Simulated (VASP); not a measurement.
Here is a VASP 6.6.1 calculation.

The input INCAR:

```
PREC     = Accurate       # precision mode
ENCUT    = 520            # plane-wave cutoff, eV
EDIFF    = 1E-6           # SCF threshold, eV
ISMEAR   = -1             # smearing method
SIGMA    = 0.02           # smearing width, eV
LREAL    = F              # projectors in reciprocal space
LASPH    = T              # aspherical terms in the spheres
NELM     = 80             # most SCF steps
ALGO     = Normal         # electronic algorithm
ISIF     = 2              # what is computed and relaxed
LWAVE    = F              # write WAVECAR
LCHARG   = F              # write CHGCAR
GGA      = PE             # functional
NBANDS   = 19             # bands
```

The input KPOINTS:

```
Automatic mesh
0
Gamma
  8 8 8
```

The input POSCAR:

```
SrCl2
1.0
    2.0857437515      1.2042047164      6.1350485037
   -2.0857437515      1.2042047164      6.1350485037
    0.0000000000     -2.4084094327      6.1350485037
Sr Cl
1 2
Direct
    0.0002014278      0.0002014278      0.0002014278
    0.4227725643      0.4227725643      0.4227725643
    0.2436926746      0.2436926746      0.2436926746
```

Potentials or basis: VASP PAW PBE potentials, release 64 (Sr_sv, Cl).

The run is started by

```bash
$ cat potpaw_PBE.64/Sr_sv/POTCAR potpaw_PBE.64/Cl/POTCAR > POTCAR
$ mpirun -np 1 vasp_std > vasp.out
```

Predict the pressure.

1.3 GPa.

Predict the band gap on the k mesh.

4.35 eV.

Predict the largest force.

0.004 eV/Å.

Forces in eV/Å, atoms in the order of the input:
```
Sr   0.000  0.000 -0.004
Cl   0.000  0.000  0.000
Cl   0.000  0.000  0.004
```

A k mesh can miss the band edges.
